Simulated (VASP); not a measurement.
# SiC (P6_3mc) in VASP: a series of runs

SiC is run at these levels: PBE, revPBE+D4, SVWN5; tasks: relaxation of cell and atoms, single point.

Everything below comes from runs of VASP 6.6.1. Logs are shortened: lines on timing, memory, paths and dates and some standing lists are left out, and cuts for length are marked.

## (1) The cell of the first run

It takes space group P6_3mc (No. 186, hexagonal). Conventional cell: a = 3.076 Å, b = 3.076 Å, c = 5.048 Å, α = 90.00°, β = 90.00°, γ = 120.00°. Si (site symmetry 3m) has 4 C at 1.87 to 1.94 Å within 2.5 Å. C (site symmetry 3m) has 4 Si at 1.87 to 1.94 Å within 2.5 Å.

## (2) Relaxation of cell and atoms, PBE

Input file INCAR:

```
PREC = Accurate
ENCUT = 600
EDIFF = 1E-6
ISMEAR = -1
SIGMA = 0.05
LREAL = False
LASPH = True
NELM = 80
ALGO = Normal
ISIF = 3
LWAVE = False
LCHARG = False
GGA = PE
IBRION = 2
NSW = 60
EDIFFG = -0.01
```

Input file KPOINTS:

```
Automatic mesh
0
Gamma
  10 10 5
```

Input file POSCAR:

```
SiC
1.0
    3.0760000000      0.0000000000      0.0000000000
   -1.5380000000      2.6638941420      0.0000000000
    0.0000000000      0.0000000000      5.0480000000
Si C
2 2
Direct
    0.6666666667      0.3333333333      0.5000000000
    0.3333333333      0.6666666667      0.0000000000
    0.6666666667      0.3333333333      0.8850000000
    0.3333333333      0.6666666667      0.3850000000
```

Potentials or basis: VASP PAW PBE potentials, release 64 (Si, C).

The run is started by

```
cat potpaw_PBE.64/Si/POTCAR potpaw_PBE.64/C/POTCAR > POTCAR
mpirun -np 1 vasp_std > vasp.out
```

OUTCAR:

```text
PREC = Accurate
   ENCUT = 600
   EDIFF = 1E-6
   ISMEAR = -1
   LREAL = False
   LASPH = True
   NELM = 80
   ISIF = 3
   GGA = PE
   IBRION = 2
   NSW = 60
   EDIFFG = -0.01

 ion  position               nearest neighbor table
   1  0.667  0.333  0.500-   4 1.87   4 1.87   4 1.87   3 1.94   2 3.09   2 3.09   2 3.09   2 3.09
                             2 3.09   2 3.09
   2  0.333  0.667  0.000-   3 1.87   3 1.87   3 1.87   4 1.94   1 3.09   1 3.09   1 3.09   1 3.09
                             1 3.09   1 3.09
   3  0.667  0.333  0.885-   2 1.87   2 1.87   2 1.87   1 1.94
   4  0.333  0.667  0.385-   1 1.87   1 1.87   1 1.87   2 1.94

  LATTYP: Found a hexagonal cell.
 ALAT       =     3.0760000000
 C/A-ratio  =     1.6410923277

  Lattice vectors:

 A1 = (   3.0760000000,   0.0000000000,   0.0000000000)
 A2 = (  -1.5380000000,   2.6638941420,   0.0000000000)
 A3 = (   0.0000000000,   0.0000000000,   5.0480000000)

Analysis of symmetry for initial positions (statically):
=====================================================================
 Subroutine PRICEL returns:
 Original cell was already a primitive cell.

 Routine SETGRP: Setting up the symmetry group for a
 hexagonal supercell.

 Subroutine GETGRP returns: Found 12 space group operations
 (whereof  6 operations were pure point group operations)
 out of a pool of 24 trial point group operations.

The static configuration has the point symmetry C_3v.
 The point group associated with its full space group is C_6v.

Analysis of symmetry for dynamics (positions and initial velocities):
=====================================================================
 Subroutine PRICEL returns:
 Original cell was already a primitive cell.

 Routine SETGRP: Setting up the symmetry group for a
 hexagonal supercell.

 Subroutine GETGRP returns: Found 12 space group operations
 (whereof  6 operations were pure point group operations)
 out of a pool of 24 trial point group operations.

The dynamic configuration has the point symmetry C_3v.
 The point group associated with its full space group is C_6v.

 Subroutine INISYM returns: Found 12 space group operations
 (whereof  6 operations are pure point group operations),
 and found     1 'primitive' translations

----------------------------------------------------------------------------------------

                                     Primitive cell

  volume of cell :      41.3640

  direct lattice vectors                    reciprocal lattice vectors
     3.076000000  0.000000000  0.000000000     0.325097529  0.187695146  0.000000000
    -1.538000000  2.663894142  0.000000000     0.000000000  0.375390292  0.000000000
     0.000000000  0.000000000  5.048000000     0.000000000  0.000000000  0.198098257

  length of vectors
     3.076000000  3.076000000  5.048000000     0.375390292  0.375390292  0.198098257

  position of ions in fractional coordinates (direct lattice)
     0.666666667  0.333333333  0.500000000
     0.333333333  0.666666667  0.000000000
     0.666666667  0.333333333  0.885000000
     0.333333333  0.666666667  0.385000000

  ion indices of the primitive-cell ions
   primitive index   ion index
                 1           1
                 2           2
                 3           3
                 4           4

----------------------------------------------------------------------------------------

 KPOINTS: Automatic mesh

Automatic generation of k-mesh.
 Grid dimensions read from file:
 generate k-points for:   10   10    5

 Generating k-lattice:

  Cartesian coordinates                     Fractional coordinates (reciprocal lattice)
     0.032509753  0.018769515  0.000000000     0.100000000  0.000000000  0.000000000
     0.000000000  0.037539029  0.000000000     0.000000000  0.100000000  0.000000000
     0.000000000  0.000000000  0.039619651     0.000000000  0.000000000  0.200000000

  Length of vectors
     0.037539029  0.037539029  0.039619651

  Shift w.r.t. Gamma in fractional coordinates (k-lattice)
     0.000000000  0.000000000  0.000000000

 Subroutine IBZKPT returns following result:
 ===========================================

 Found     42 irreducible k-points:

 Following reciprocal coordinates:
            Coordinates               Weight
  0.000000  0.000000  0.000000      1.000000
  0.100000 -0.000000  0.000000      6.000000
  0.200000 -0.000000  0.000000      6.000000
  0.300000  0.000000  0.000000      6.000000
  0.400000 -0.000000  0.000000      6.000000
  0.500000  0.000000  0.000000      3.000000
[... 16 lines left out ...]
  0.300000  0.100000  0.200000     24.000000
  0.400000  0.100000  0.200000     24.000000
 [... further k-points ...]
   k-points           NKPTS =     42   k-points in BZ     NKDIM =     42   number of bands    NBANDS=     12
   number of dos      NEDOS =    301   number of ions     NIONS =      4
   total plane-waves  NPLWV =  31360
   dimension x,y,z NGX =    28 NGY =   28 NGZ =   40
   dimension x,y,z NGXF=    56 NGYF=   56 NGZF=   80
   ions per type =               2   2
   NGX,Y,Z   is equivalent  to a cutoff of  15.13, 15.13, 13.17 a.u.
   NGXF,Y,Z  is equivalent  to a cutoff of  30.27, 30.27, 26.35 a.u.
 SYSTEM =  unknown system
   PREC   = accura    normal or accurate (medium, high low for compatibility)
   ISTART =      0    job   : 0-new  1-cont  2-samecut
   ICHARG =      2    charge: 1-file 2-atom 10-const
   ISPIN  =      1    spin polarized calculation?
   LNONCOLLINEAR =      F non collinear calculations
   LSORBIT =      F    spin-orbit coupling
   LASPH  =      T    aspherical Exc in radial PAW
   ENCUT  =  600.0 eV  44.10 Ry    6.64 a.u.   6.14  6.14 10.08*2*pi/ulx,y,z
   NELM   =     80;   NELMIN=  2; NELMDL= -5     # of ELM steps
   EDIFF  = 0.1E-05   stopping-criterion for ELM
   LREAL  =      F    real-space projection
   EDIFFG = -.1E-01   stopping-criterion for IOM
   NSW    =     60    number of steps for IOM
   IBRION =      2    ionic relax: 0-MD 1-quasi-New 2-CG
   NFREE  =      1    steps in history (QN), initial steepest desc. (CG)
   ISIF   =      3    stress and relaxation
   ISYM   =      2    0-nonsym 1-usesym 2-fastsym
   POTIM  = 0.5000    time-step for ionic-motion
   TEBEG  =    0.0;   TEEND  =   0.0 temperature during run
   PSTRESS=    0.0 pullay stress
   NELECT =      16.0000    total number of electrons
   NUPDOWN=      -1.0000    fix difference up-down
   EMIN   =  10.00;   EMAX   =-10.00  energy-range for DOS
   EFERMI =   0.00;   METHOD = LEGACY
   ISMEAR =    -1;   SIGMA  =   0.05  broadening in eV -4-tet -1-fermi 0-gaus
   EFERMI_NEDOS =   21; number of points for ismear=-14 and -15
   IALGO  =     38    algorithm
   IMIX   =      4    mixing-type and parameters
     AMIX     =   0.40;   BMIX     =  1.00
     AMIX_MAG =   1.60;   BMIX_MAG =  1.00
  volume/ion in A,a.u.               =      10.34        69.78
  Fermi-wavevector in a.u.,A,eV,Ry     =   1.192817  2.254098 19.358549  1.422813
  Thomas-Fermi vector in A             =   2.328847
   LORBIT       =      0    0 simple, 1 ext, 2 COOP (PROOUT), +10 PAW based schemes
   GGA     = PE    functional components
   LHFCALC =     F    Hartree Fock is set to
   AEXX    =    0.0000 exact exchange contribution
   IVDW    =     0    specifies the selected vdW correction
   LEPSILON=     F    determine dielectric tensor
   LRPA    =     F    only Hartree local field effects (RPA)
 conjugate gradient relaxation of ions
 non-spin polarized calculation
  energy-cutoff  :      600.00
  volume of cell :       41.36
 maximum number of plane-waves:      1398
 NGX is ok and might be reduce to    28
   NGX = 13   NGY = 13   NGZ = 21

--------------------------------------- Ionic step        1  -------------------------------------------

 number of electron      16.0000001 magnetization

 Free energy of the ion-electron system (eV)
  ---------------------------------------------------
  ext. energy  EPLUGINS =         0.00000000
  ---------------------------------------------------
  free energy    TOTEN  =       -30.06995491 eV

  energy without entropy =      -30.06995491  energy(sigma->0) =      -30.06995491

------------------------ aborting loop because EDIFF is reached ----------------------------------------

  FORCE on cell =-STRESS in cart. coord.  units (eV):
  Direction    XX          YY          ZZ          XY          YZ          ZX
  --------------------------------------------------------------------------------------
  -------------------------------------------------------------------------------------
  Total        1.3201394      1.3201394      0.0705787      0.0000000      0.0000000      0.0000000
  in kB       51.1337605     51.1337605      2.7337685      0.0000000      0.0000000      0.0000000
  external PRESSURE =      35.0004298 kB  Pullay stress =       0.0000000 kB

 VOLUME and BASIS-vectors are now :
 -----------------------------------------------------------------------------
  energy-cutoff  :      600.00
  volume of cell :       41.36
      direct lattice vectors                 reciprocal lattice vectors
     3.076000000  0.000000000  0.000000000     0.325097529  0.187695146  0.000000000
    -1.538000000  2.663894142  0.000000000     0.000000000  0.375390292  0.000000000
     0.000000000  0.000000000  5.048000000     0.000000000  0.000000000  0.198098257
[... 191 lines left out ...]
 POSITION                                       TOTAL-FORCE (eV/Angst)
 -----------------------------------------------------------------------------------
      1.54544      0.89226      2.55983         0.000000      0.000000      0.011367
     -0.00000      1.78452      0.02299        -0.000000      0.000000      0.011367
      1.54544      0.89226      4.46723         0.000000     -0.000000     -0.011367
     -0.00000      1.78452      1.93038         0.000000     -0.000000     -0.011367
 -----------------------------------------------------------------------------------
    total drift:                               -0.000000      0.000000     -0.001118

  FREE ENERGIE OF THE ION-ELECTRON SYSTEM (eV)
  ---------------------------------------------------
  free  energy   TOTEN  =       -30.1121818507 eV

  energy  without entropy=      -30.1121818506  energy(sigma->0) =      -30.11218185

--------------------------------------- Ionic step        7  -------------------------------------------

 number of electron      16.0000000 magnetization

 Free energy of the ion-electron system (eV)
  ---------------------------------------------------
  ext. energy  EPLUGINS =         0.00000000
  ---------------------------------------------------
  free energy    TOTEN  =       -30.11219065 eV

  energy without entropy =      -30.11219065  energy(sigma->0) =      -30.11219065

 E-fermi :   9.0620     XC(G=0): -11.2861

 val. band max:        8.0927397789   @ k =   0.0000   0.0000   0.0000
 cond. band min:      10.5474893566   @ k =   0.3000   0.3000   0.0000
 fundamental gap:      2.4547495778
 Fermi energy:         9.0620231403

 k-point     1 :       0.0000    0.0000    0.0000
  band No.  band energies     occupation
      1      -7.3591      2.00000
      2      -3.8473      2.00000
      3      -0.5203      2.00000
      4       6.7832      2.00000
      5       6.7832      2.00000
      6       7.9823      2.00000
      7       8.0927      2.00000
      8       8.0927      2.00000
      9      12.7739      0.00000
     10      14.1455      0.00000
     11      14.6725      0.00000
     12      14.6725      0.00000

 k-point     2 :       0.1000   -0.0000    0.0000
  band No.  band energies     occupation
      1      -7.1877      2.00000
      2      -3.7012      2.00000
      3      -0.3635      2.00000
      4       5.8440      2.00000
      5       6.4939      2.00000
      6       7.4449      2.00000
      7       7.8655      2.00000
      8       7.9937      2.00000
      9      13.2528      0.00000
     10      14.2178      0.00000
     11      14.7079      0.00000
     12      15.0171      0.00000
[... 316 lines left out ...]
 k-point    24 :       0.4000    0.1000    0.2000
  band No.  band energies     occupation
      1      -4.0565      2.00000
      2      -2.5554      2.00000
      3       0.0498      2.00000
      4       1.5320      2.00000
      5       3.4440      2.00000
      6       4.3860      2.00000
      7       5.6376      2.00000
      8       6.1002      2.00000
      9      11.7361      0.00000
     10      12.1082      0.00000
     11      14.9768      0.00000
     12      15.3473      0.00000

 [... further k-points ...]
[... 5 lines left out ...]
  --------------------------------------------------------------------------------------
  -------------------------------------------------------------------------------------
  Total        0.0001032      0.0001032     -0.0000078      0.0000000      0.0000000      0.0000000
  in kB        0.0039388      0.0039388     -0.0002962      0.0000000      0.0000000      0.0000000
  external PRESSURE =       0.0025271 kB  Pullay stress =       0.0000000 kB

 VOLUME and BASIS-vectors are now :
 -----------------------------------------------------------------------------
  energy-cutoff  :      600.00
  volume of cell :       41.98
      direct lattice vectors                 reciprocal lattice vectors
     3.091070310  0.000000000 -0.000000000     0.323512538  0.186780051 -0.000000000
    -1.545535155  2.676945413  0.000000000    -0.000000000  0.373560101 -0.000000000
    -0.000000000  0.000000000  5.072989522     0.000000000  0.000000000  0.197122426

 POSITION                                       TOTAL-FORCE (eV/Angst)
 -----------------------------------------------------------------------------------
      1.54554      0.89232      2.55975         0.000000     -0.000000     -0.000376
     -0.00000      1.78463      0.02326        -0.000000     -0.000000     -0.000376
      1.54554      0.89232      4.46634         0.000000      0.000000      0.000376
     -0.00000      1.78463      1.92984        -0.000000      0.000000      0.000376
 -----------------------------------------------------------------------------------
    total drift:                               -0.000000      0.000000      0.000388

  FREE ENERGIE OF THE ION-ELECTRON SYSTEM (eV)
  ---------------------------------------------------
  free  energy   TOTEN  =       -30.1121906458 eV

  energy  without entropy=      -30.1121906457  energy(sigma->0) =      -30.11219065

 reached required accuracy - stopping structural energy minimisation
```

Wall time 2.5 min (1 thread of Intel Xeon 8259CL, shared host); peak memory 0.18 GiB.

What came out:

```
Free energy                           : -30.1122 eV
Relaxed volume                        : 10.49 Å³/atom
Relaxed cell                          : a = 3.091 Å, b = 3.091 Å, c = 5.073 Å, α = 90.00°, β = 90.00°, γ = 120.00°
Space group after relaxing (to 0.1 Å) : P6_3mc (No. 186)
Energy gained by relaxing             : 10.6 meV/atom
Ionic steps                           : 7
Pressure after relaxing               : 0.0 GPa
Band gap on the k mesh                : 2.45 eV (least direct gap 3.94 eV)
```

The path:
```csv
step,energy change (eV),largest force (eV/Å),pressure (GPa),volume (Å³)
1,0.0000,0.7526,3.50,41.36
2,-0.0031,0.6273,-3.42,42.73
3,-0.0391,0.0842,-0.44,42.06
4,-0.0422,0.0243,0.06,41.97
5,-0.0422,0.0121,0.00,41.98
6,-0.0422,0.0114,0.00,41.98
7,-0.0422,0.0004,0.00,41.98
```

Final structure:
```
Si C
1.0
     3.09107    0.00000    0.00000
    -1.54554    2.67695    0.00000
     0.00000    0.00000    5.07299
Si C
2 2
Direct
  0.66667 0.33333 0.50458
  0.33333 0.66667 0.00458
  0.66667 0.33333 0.88042
  0.33333 0.66667 0.38042
```

Levels at points of the mesh, in eV from the valence-band top:
| k point | band 5 | band 6 | band 7 | band 8 | band 9 | band 10 | band 11 | band 12 |
| --- | --- | --- | --- | --- | --- | --- | --- | --- |
| (0.00, 0.00, 0.00) | -1.31 | -0.11 | 0.00 | 0.00 | 4.68 | 6.05 | 6.58 | 6.58 |
| (0.50, 0.00, 0.00) | -5.38 | -3.29 | -3.24 | -1.19 | 2.75 | 4.21 | 6.77 | 7.07 |

A k mesh can miss the band edges. PBE usually gives volumes a little too large and moduli too small.

(Part 1 of 2 ends here.)
